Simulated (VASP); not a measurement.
A run of VASP 6.6.1 is set up as follows.

File INCAR:

```
SYSTEM = C
PREC = Accurate ; ENCUT = 520
EDIFF = 1E-6 ; ISMEAR = 0
SIGMA = 0.1 ; LREAL = .False.
LASPH = .True. ; NELM = 60
ALGO = Normal ; ISIF = 2
LWAVE = .False. ; LCHARG = .False.
LDIPOL = .True. ; IDIPOL = 3
DIPOL = 0.5 0.5 0.335 ; GGA = PE
IVDW = 12 ; NBANDS = 16
```

KPOINTS

```
regular mesh
0
Gamma
  15 15 1
  0 0 0
```

Contents of POSCAR:

```
C
1.0
    2.4656524409      0.0000000000      0.0000000000
   -1.2328262205      2.1353176507      0.0000000000
    0.0000000000      0.0000000000     17.5000663885
C
4
Direct
    0.6666666667      0.3333333333      0.2571437784
    0.3333333333      0.6666666667      0.2571418816
    0.6666666667      0.3333333333      0.4120022306
    1.0000000000      0.0000000000      0.4120003338
```

Potentials or basis: VASP PAW PBE potentials, release 64 (C).

The run is started by

```console
$ cat potpaw_PBE.64/C/POTCAR > POTCAR
$ mpirun -np 1 vasp_std > vasp.out
```

(1) What does it give for the largest force?

(2) Estimate the dispersion energy per atom.

## Answers

(1) 0.490 eV/Å.

(2) -0.136 eV.
